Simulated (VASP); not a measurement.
# Os (P6_3/mmc) in VASP: a series of runs

Runs on Os. Level: PBE. Tasks: single point.

Program: VASP 6.6.1. These are calculated values, not measurements. Logs are shortened: lines on timing, memory, paths and dates and some standing lists are left out, and cuts for length are marked.

## 1. The cell of the first run

Symmetry: P6_3/mmc, No. 194, hexagonal system. Conventional cell: a = 2.779 Å, b = 2.779 Å, c = 4.391 Å, α = 90.00°, β = 90.00°, γ = 120.00°. Os (site symmetry -6m2) has 12 Os at 2.72 to 2.78 Å within 3.6 Å.

## 2. Single point, PBE

The input, INCAR:

```
SYSTEM = Os
  PREC = Accurate
  ENCUT = 520
  EDIFF = 1E-6
  ISMEAR = -1
  SIGMA = 0.1
  LREAL = .False.
  LASPH = .True.
  NELM = 60
  ALGO = Normal
  ISIF = 2
  LWAVE = .False.
  LCHARG = .False.
  GGA = PE
  NBANDS = 15
```

The input, KPOINTS:

```
regular mesh
0
Gamma
  11 11 6
  0 0 0
```

The input, POSCAR:

```
Os
1.0
    2.7789292792      0.0000000000      0.0000000000
   -1.3894646396      2.4066232937      0.0000000000
    0.0000000000      0.0000000000      4.3905273425
Os
2
Direct
    0.3333333333      0.6666666667      0.2500000000
    0.6666666667      0.3333333333      0.7500000000
```

Potentials or basis: VASP PAW PBE potentials, release 64 (Os).

Run with:

```sh
cat potpaw_PBE.64/Os/POTCAR > POTCAR
mpirun -np 1 vasp_std > vasp.out
```

OUTCAR:

```text
SYSTEM = Os
   PREC = Accurate
   ENCUT = 520
   EDIFF = 1E-6
   ISMEAR = -1
   LREAL = .False.
   LASPH = .True.
   NELM = 60
   ISIF = 2
   GGA = PE

 ion  position               nearest neighbor table
   1  0.333  0.667  0.250-   2 2.72   2 2.72   2 2.72   2 2.72   2 2.72   2 2.72
   2  0.667  0.333  0.750-   1 2.72   1 2.72   1 2.72   1 2.72   1 2.72   1 2.72

  LATTYP: Found a hexagonal cell.
 ALAT       =     2.7789292792
 C/A-ratio  =     1.5799348963

  Lattice vectors:

 A1 = (   2.7789292792,   0.0000000000,   0.0000000000)
 A2 = (  -1.3894646396,   2.4066232937,   0.0000000000)
 A3 = (   0.0000000000,   0.0000000000,   4.3905273425)

Analysis of symmetry for initial positions (statically):
=====================================================================
 Subroutine PRICEL returns:
 Original cell was already a primitive cell.

 Routine SETGRP: Setting up the symmetry group for a
 hexagonal supercell.

 Subroutine GETGRP returns: Found 24 space group operations
 (whereof 12 operations were pure point group operations)
 out of a pool of 24 trial point group operations.

The static configuration has the point symmetry D_3d.
 The point group associated with its full space group is D_6h.

Analysis of symmetry for dynamics (positions and initial velocities):
=====================================================================
 Subroutine PRICEL returns:
 Original cell was already a primitive cell.

 Routine SETGRP: Setting up the symmetry group for a
 hexagonal supercell.

 Subroutine GETGRP returns: Found 24 space group operations
 (whereof 12 operations were pure point group operations)
 out of a pool of 24 trial point group operations.

The dynamic configuration has the point symmetry D_3d.
 The point group associated with its full space group is D_6h.

 Subroutine INISYM returns: Found 24 space group operations
 (whereof 12 operations are pure point group operations),
 and found     1 'primitive' translations

----------------------------------------------------------------------------------------

                                     Primitive cell

  volume of cell :      29.3631

  direct lattice vectors                    reciprocal lattice vectors
     2.778929279  0.000000000  0.000000000     0.359850827  0.207759977  0.000000000
    -1.389464640  2.406623294  0.000000000     0.000000000  0.415519954  0.000000000
     0.000000000  0.000000000  4.390527343     0.000000000  0.000000000  0.227763073

  length of vectors
     2.778929279  2.778929229  4.390527343     0.415519946  0.415519954  0.227763073

  position of ions in fractional coordinates (direct lattice)
     0.333333333  0.666666667  0.250000000
     0.666666667  0.333333333  0.750000000

  ion indices of the primitive-cell ions
   primitive index   ion index
                 1           1
                 2           2

----------------------------------------------------------------------------------------

 KPOINTS: regular mesh

Automatic generation of k-mesh.
 Grid dimensions read from file:
 generate k-points for:   11   11    6

 Generating k-lattice:

  Cartesian coordinates                     Fractional coordinates (reciprocal lattice)
     0.032713712  0.018887271  0.000000000     0.090909091  0.000000000  0.000000000
     0.000000000  0.037774541  0.000000000     0.000000000  0.090909091  0.000000000
     0.000000000  0.000000000  0.037960512     0.000000000  0.000000000  0.166666667

  Length of vectors
     0.037774541  0.037774541  0.037960512

  Shift w.r.t. Gamma in fractional coordinates (k-lattice)
     0.000000000  0.000000000  0.000000000

 Subroutine IBZKPT returns following result:
 ===========================================

 Found     64 irreducible k-points:

 Following reciprocal coordinates:
            Coordinates               Weight
  0.000000  0.000000  0.000000      1.000000
  0.090909  0.000000  0.000000      6.000000
  0.181818  0.000000  0.000000      6.000000
  0.272727  0.000000  0.000000      6.000000
  0.363636  0.000000  0.000000      6.000000
  0.454545 -0.000000  0.000000      6.000000
[... 16 lines left out ...]
  0.090909  0.090909  0.166667     12.000000
  0.181818  0.090909  0.166667     24.000000
 [... further k-points ...]
   k-points           NKPTS =     64   k-points in BZ     NKDIM =     64   number of bands    NBANDS=     15
   number of dos      NEDOS =    301   number of ions     NIONS =      2
   total plane-waves  NPLWV =  20736
   dimension x,y,z NGX =    24 NGY =   24 NGZ =   36
   dimension x,y,z NGXF=    48 NGYF=   48 NGZF=   72
   ions per type =               2
   NGX,Y,Z   is equivalent  to a cutoff of  14.36, 14.36, 13.63 a.u.
   NGXF,Y,Z  is equivalent  to a cutoff of  28.72, 28.72, 27.26 a.u.
 SYSTEM =  Os
   PREC   = accura    normal or accurate (medium, high low for compatibility)
   ISTART =      0    job   : 0-new  1-cont  2-samecut
   ICHARG =      2    charge: 1-file 2-atom 10-const
   ISPIN  =      1    spin polarized calculation?
   LNONCOLLINEAR =      F non collinear calculations
   LSORBIT =      F    spin-orbit coupling
   LASPH  =      T    aspherical Exc in radial PAW
   ENCUT  =  520.0 eV  38.22 Ry    6.18 a.u.   5.17  5.17  8.16*2*pi/ulx,y,z
   NELM   =     60;   NELMIN=  2; NELMDL= -5     # of ELM steps
   EDIFF  = 0.1E-05   stopping-criterion for ELM
   LREAL  =      F    real-space projection
   EDIFFG = 0.1E-04   stopping-criterion for IOM
   NSW    =      0    number of steps for IOM
   IBRION =     -1    ionic relax: 0-MD 1-quasi-New 2-CG
   NFREE  =      0    steps in history (QN), initial steepest desc. (CG)
   ISIF   =      2    stress and relaxation
   ISYM   =      2    0-nonsym 1-usesym 2-fastsym
   POTIM  = 0.5000    time-step for ionic-motion
   TEBEG  =    0.0;   TEEND  =   0.0 temperature during run
   PSTRESS=    0.0 pullay stress
   NELECT =      16.0000    total number of electrons
   NUPDOWN=      -1.0000    fix difference up-down
   EMIN   =  10.00;   EMAX   =-10.00  energy-range for DOS
   EFERMI =   0.00;   METHOD = LEGACY
   ISMEAR =    -1;   SIGMA  =   0.10  broadening in eV -4-tet -1-fermi 0-gaus
   EFERMI_NEDOS =   21; number of points for ismear=-14 and -15
   IALGO  =     38    algorithm
   IMIX   =      4    mixing-type and parameters
     AMIX     =   0.40;   BMIX     =  1.00
     AMIX_MAG =   1.60;   BMIX_MAG =  1.00
  volume/ion in A,a.u.               =      14.68        99.08
  Fermi-wavevector in a.u.,A,eV,Ry     =   1.337152  2.526851 24.326877  1.787975
  Thomas-Fermi vector in A             =   2.465723
   LORBIT       =      0    0 simple, 1 ext, 2 COOP (PROOUT), +10 PAW based schemes
   GGA     = PE    functional components
   LHFCALC =     F    Hartree Fock is set to
   AEXX    =    0.0000 exact exchange contribution
   IVDW    =     0    specifies the selected vdW correction
   LEPSILON=     F    determine dielectric tensor
   LRPA    =     F    only Hartree local field effects (RPA)
 non-spin polarized calculation
  energy-cutoff  :      520.00
  volume of cell :       29.36
 maximum number of plane-waves:       808
 NGX is ok and might be reduce to    24
   NGX = 11   NGY = 11   NGZ = 17

 number of electron      15.9999998 magnetization

 Free energy of the ion-electron system (eV)
  ---------------------------------------------------
  ext. energy  EPLUGINS =         0.00000000
  ---------------------------------------------------
  free energy    TOTEN  =       -22.48392507 eV

  energy without entropy =      -22.43059988  energy(sigma->0) =      -22.45726247

 E-fermi :   8.7208     XC(G=0): -13.7791

 val. band max:        8.6818964693   @ k =   0.3636   0.0000   0.3333
 cond. band min:       8.7624335379   @ k =   0.3636   0.0909   0.3333
 fundamental gap:      0.0805370685
 Fermi energy:         8.7208365985

 k-point     1 :       0.0000    0.0000    0.0000
  band No.  band energies     occupation
      1      -1.7581      2.00000
      2       1.4088      2.00000
      3       5.9116      2.00000
      4       5.9116      2.00000
      5       6.1401      2.00000
      6       6.6878      2.00000
      7       6.6878      2.00000
      8       7.2898      2.00000
      9       7.2898      2.00000
     10       8.7780      0.72178
     11      10.3149      0.00000
     12      10.3149      0.00000
     13      17.2532      0.00000
     14      22.7939      0.00000
     15      25.4402      0.00000

 k-point     2 :       0.0909    0.0000    0.0000
  band No.  band energies     occupation
      1      -1.4433      2.00000
      2       1.6847      2.00000
      3       5.3970      2.00000
      4       6.1862      2.00000
      5       6.4730      2.00000
      6       6.6213      2.00000
      7       6.8493      2.00000
      8       6.9430      2.00000
      9       7.0785      2.00000
     10       7.7676      1.99986
     11      10.4563      0.00000
     12      11.8622      0.00000
     13      17.2161      0.00000
     14      23.4069      0.00000
     15      25.8339      0.00000

 k-point     3 :       0.1818    0.0000    0.0000
  band No.  band energies     occupation
      1      -0.5688      2.00000
      2       2.3368      2.00000
      3       4.7926      2.00000
      4       5.4705      2.00000
      5       6.0837      2.00000
      6       6.5996      2.00000
      7       6.9798      2.00000
      8       7.2103      2.00000
      9       7.3093      2.00000
     10       7.6743      1.99994
     11      10.7444      0.00000
     12      14.1282      0.00000
     13      17.0458      0.00000
     14      24.1003      0.00000
     15      25.9971      0.00000
[... 343 lines left out ...]
 k-point    23 :       0.0909    0.0909    0.1667
  band No.  band energies     occupation
      1      -0.5504      2.00000
      2       2.2385      2.00000
      3       4.9297      2.00000
      4       5.2592      2.00000
      5       6.0097      2.00000
      6       6.3363      2.00000
      7       6.7581      2.00000
      8       7.0965      2.00000
      9       7.7488      1.99988
     10       7.8185      1.99976
     11      10.5594      0.00000
     12      12.4913      0.00000
     13      18.7370      0.00000
     14      23.8802      0.00000
     15      25.8790      0.00000

 k-point    24 :       0.1818    0.0909    0.1667
  band No.  band energies     occupation
      1       0.4479      2.00000
      2       2.9350      2.00000
      3       4.2759      2.00000
      4       4.4983      2.00000
      5       5.6787      2.00000
      6       6.2493      2.00000
      7       6.7736      2.00000
      8       7.6748      1.99994
      9       8.2417      1.98353
     10       8.5879      1.58137
     11      10.7043      0.00000
     12      13.9276      0.00000
     13      18.7830      0.00000
     14      23.2730      0.00000
     15      24.4295      0.00000

 [... further k-points ...]
[... 5 lines left out ...]
  --------------------------------------------------------------------------------------
  -------------------------------------------------------------------------------------
  Total       -1.8685189     -1.8685188     -2.0142618     -0.0000000      0.0000000      0.0000000
  in kB     -101.9543567   -101.9543518   -109.9067077     -0.0000000      0.0000000      0.0000000
  external PRESSURE =    -104.6051387 kB  Pullay stress =       0.0000000 kB

 VOLUME and BASIS-vectors are now :
 -----------------------------------------------------------------------------
  energy-cutoff  :      520.00
  volume of cell :       29.36
      direct lattice vectors                 reciprocal lattice vectors
     2.778929279  0.000000000  0.000000000     0.359850827  0.207759977  0.000000000
    -1.389464640  2.406623294  0.000000000     0.000000000  0.415519954  0.000000000
     0.000000000  0.000000000  4.390527343     0.000000000  0.000000000  0.227763073

 POSITION                                       TOTAL-FORCE (eV/Angst)
 -----------------------------------------------------------------------------------
     -0.00000      1.60442      1.09763         0.000000      0.000000      0.000000
      1.38946      0.80221      3.29290        -0.000000     -0.000000      0.000000
 -----------------------------------------------------------------------------------
    total drift:                               -0.000000      0.000000     -0.000000

  FREE ENERGIE OF THE ION-ELECTRON SYSTEM (eV)
  ---------------------------------------------------
  free  energy   TOTEN  =       -22.4839250664 eV

  energy  without entropy=      -22.4305998818  energy(sigma->0) =      -22.45726247
```

Run time: 9.6 s. Hardware: 1 thread of Intel Xeon 6975P-C (Granite Rapids), shared host; peak memory 0.16 GiB.

Results:

| Quantity | Value |
| --- | --- |
| Free energy | -22.4839 eV |
| Pressure | -10.5 GPa |
| Band gap on the k mesh | zero (band 8 reaches 10.67 eV, above the bottom of band 9 at 7.08 eV) |

Caveat: spin-orbit coupling is left out, which moves the levels of the heavy elements.

## 3. Single point, PBE

This run uses another cell than the first one, of 15.03 Å³/atom, 1.024 times its volume.

The input, INCAR:

```
  PREC = Accurate
  ENCUT = 520
  EDIFF = 1E-6
  ISMEAR = -1
  SIGMA = 0.1
  LREAL = F
  LASPH = T
  NELM = 80
  ALGO = Normal
  ISIF = 2
  LWAVE = F
  LCHARG = F
  GGA = PE
  NBANDS = 15
```

The input, KPOINTS:

```
Automatic mesh
0
Gamma
  11 11 6
```

The input, POSCAR:

```
Os
1.0
    2.8008115130      0.0000000000      0.0000000000
   -1.4004057565      2.4255738636      0.0000000000
    0.0000000000      0.0000000000      4.4250998474
Os
2
Direct
    0.3333333333      0.6666666667      0.2500000000
    0.6666666667      0.3333333333      0.7500000000
```

Potentials or basis: VASP PAW PBE potentials, release 64 (Os).

Run with:

```sh
cat potpaw_PBE.64/Os/POTCAR > POTCAR
mpirun -np 1 vasp_std > vasp.out
```

Wall time 10 s (1 thread of Intel Xeon 6975P-C (Granite Rapids), shared host); peak memory 0.16 GiB.

The run converged. Its results:

* Free energy: -22.4215 eV
* Pressure: -18.2 GPa
* Band gap on the k mesh: zero (band 8 reaches 10.25 eV, above the bottom of band 9 at 6.79 eV)

Stress tensor (GPa, compression positive):
```
-17.80   0.00   0.00
  0.00 -17.80   0.00
  0.00   0.00 -19.13
```

Levels at points of the mesh, in eV from the Fermi level:
```csv
k point,band 5,band 6,band 7,band 8,band 9,band 10,band 11,band 12
"(0.00, 0.00, 0.00)",-2.49,-1.96,-1.96,-1.38,-1.38,0.07,1.54,1.54
"(0.00, 0.00, 0.50)",-2.89,-2.89,-2.89,-2.89,0.81,0.81,0.81,0.81
```

Caveat: spin-orbit coupling is left out, which moves the levels of the heavy elements.

## 4. Single point, PBE

This run uses another cell than the first one, of 15.38 Å³/atom, 1.048 times its volume.

The input, INCAR:

```
PREC = Accurate
ENCUT = 520
EDIFF = 1E-7
ISMEAR = -1
SIGMA = 0.1
LREAL = False
LASPH = True
NELM = 100
ALGO = Normal
ISIF = 2
LWAVE = False
LCHARG = False
GGA = PE
NBANDS = 15
```

The input, KPOINTS:

```
regular mesh
0
Gamma
  11 11 6
```

The input, POSCAR:

```
Os
1.0
    2.8223570637      0.0000000000      0.0000000000
   -1.4111785318      2.4442328574      0.0000000000
    0.0000000000      0.0000000000      4.4591404147
Os
2
Direct
    0.3333333333      0.6666666667      0.2500000000
    0.6666666667      0.3333333333      0.7500000000
```

Potentials or basis: VASP PAW PBE potentials, release 64 (Os).

Run with:

```sh
cat potpaw_PBE.64/Os/POTCAR > POTCAR
mpirun -np 1 vasp_std > vasp.out
```

OUTCAR:

```text
PREC = Accurate
   ENCUT = 520
   EDIFF = 1E-7
   ISMEAR = -1
   LREAL = False
   LASPH = True
   NELM = 100
   ISIF = 2
   GGA = PE

 ion  position               nearest neighbor table
   1  0.333  0.667  0.250-   2 2.76   2 2.76   2 2.76   2 2.76   2 2.76   2 2.76
   2  0.667  0.333  0.750-   1 2.76   1 2.76   1 2.76   1 2.76   1 2.76   1 2.76

  LATTYP: Found a hexagonal cell.
 ALAT       =     2.8223570637
 C/A-ratio  =     1.5799348963

  Lattice vectors:

 A1 = (   2.8223570637,   0.0000000000,   0.0000000000)
[... 612 lines left out ...]
     11       9.8861      0.00000
     12      12.9367      0.00000
     13      17.6512      0.00000
     14      22.0484      0.00000
     15      23.2437      0.00000

 [... further k-points ...]
[... 5 lines left out ...]
  --------------------------------------------------------------------------------------
  -------------------------------------------------------------------------------------
  Total       -4.6781712     -4.6781710     -5.0217071     -0.0000000     -0.0000000     -0.0000000
  in kB     -243.6581901   -243.6581784   -261.5509354     -0.0000000     -0.0000000     -0.0000000
  external PRESSURE =    -249.6224346 kB  Pullay stress =       0.0000000 kB

 VOLUME and BASIS-vectors are now :
 -----------------------------------------------------------------------------
  energy-cutoff  :      520.00
  volume of cell :       30.76
      direct lattice vectors                 reciprocal lattice vectors
     2.822357064  0.000000000  0.000000000     0.354313780  0.204563161  0.000000000
    -1.411178532  2.444232857  0.000000000     0.000000000  0.409126322  0.000000000
     0.000000000  0.000000000  4.459140415     0.000000000  0.000000000  0.224258468

 POSITION                                       TOTAL-FORCE (eV/Angst)
 -----------------------------------------------------------------------------------
     -0.00000      1.62949      1.11479         0.000000      0.000000      0.000000
      1.41118      0.81474      3.34436        -0.000000     -0.000000      0.000000
 -----------------------------------------------------------------------------------
    total drift:                                0.000000     -0.000000     -0.000000

  FREE ENERGIE OF THE ION-ELECTRON SYSTEM (eV)
  ---------------------------------------------------
  free  energy   TOTEN  =       -22.3275020885 eV

  energy  without entropy=      -22.2711890876  energy(sigma->0) =      -22.29934559
```

OSZICAR:

```text
N       E                     dE             d eps       ncg     rms          rms(c)
DAV:   1     0.980691631854E+02    0.98069E+02   -0.74148E+03  1920   0.102E+03
DAV:   2    -0.188177505369E+02   -0.11689E+03   -0.10205E+03  1976   0.316E+02
DAV:   3    -0.238290202055E+02   -0.50113E+01   -0.47981E+01  2564   0.568E+01
DAV:   4    -0.238733126322E+02   -0.44292E-01   -0.44177E-01  2102   0.559E+00
DAV:   5    -0.238735708951E+02   -0.25826E-03   -0.25824E-03  2599   0.389E-01    0.187E+01
DAV:   6    -0.226316524108E+02    0.12419E+01   -0.12289E+00  2403   0.943E+00    0.761E+00
DAV:   7    -0.223353433205E+02    0.29631E+00   -0.66931E-01  2494   0.676E+00    0.380E-01
DAV:   8    -0.223300701199E+02    0.52732E-02   -0.57162E-03  1955   0.540E-01    0.248E-01
DAV:   9    -0.223274954327E+02    0.25747E-02   -0.12811E-03  2312   0.343E-01    0.456E-02
DAV:  10    -0.223275230758E+02   -0.27643E-04   -0.58807E-05  2445   0.664E-02    0.131E-02
DAV:  11    -0.223275032051E+02    0.19871E-04   -0.36961E-06  2186   0.194E-02    0.980E-04
DAV:  12    -0.223275023389E+02    0.86615E-06   -0.11196E-07  2072   0.354E-03    0.542E-04
DAV:  13    -0.223275021425E+02    0.19641E-06   -0.82873E-09  1303   0.818E-04    0.182E-04
DAV:  14    -0.223275020885E+02    0.53968E-07   -0.22309E-09  1121   0.588E-04
   1 F= -.22327502E+02 E0= -.22299346E+02  d E =-.563130E-01
```

stdout:

```text
POSCAR found type information on POSCAR Os
 POSCAR found :  1 types and       2 ions
 scaLAPACK will be used
 LDA part: xc-table for (Slater+PW92), standard interpolation
 POSCAR, INCAR and KPOINTS ok, starting setup
 FFT: planning ... GRIDC
 FFT: planning ... GRID_SOFT
 FFT: planning ... GRID
 WAVECAR not read
 entering main loop
```

Wall time 10 s (1 thread of Intel Xeon 6975P-C (Granite Rapids), shared host); peak memory 0.16 GiB.

What came out:

| Item | Value |
| --- | --- |
| Free energy | -22.3275 eV |
| Pressure | -25.0 GPa |
| Band gap on the k mesh | zero (band 8 reaches 9.85 eV, above the bottom of band 9 at 6.52 eV) |

Caveat: spin-orbit coupling is left out, which moves the levels of the heavy elements.

## 5. Overview

| cell | gap on the mesh (eV) | pressure (GPa) |
| --- | --- | --- |
| a = 2.779, b = 2.779, c = 4.391 Å, angles 90.0, 90.0, 120.0°, 2 atoms | none | -10.5 |
| a = 2.801, b = 2.801, c = 4.425 Å, angles 90.0, 90.0, 120.0°, 2 atoms | none | -18.2 |
| a = 2.822, b = 2.822, c = 4.459 Å, angles 90.0, 90.0, 120.0°, 2 atoms | none | -25.0 |

Alike in all rows: task single point; level PBE; potentials or basis VASP PAW PBE potentials, release 64 (Os); no spin polarisation; k mesh 11 × 11 × 6; cutoff (eV) 520; smearing fermi-dirac 0.1 eV.

Caveats: spin-orbit coupling is left out, which moves the levels of the heavy elements.

Absolute energies hang on the potentials; compare differences alone.
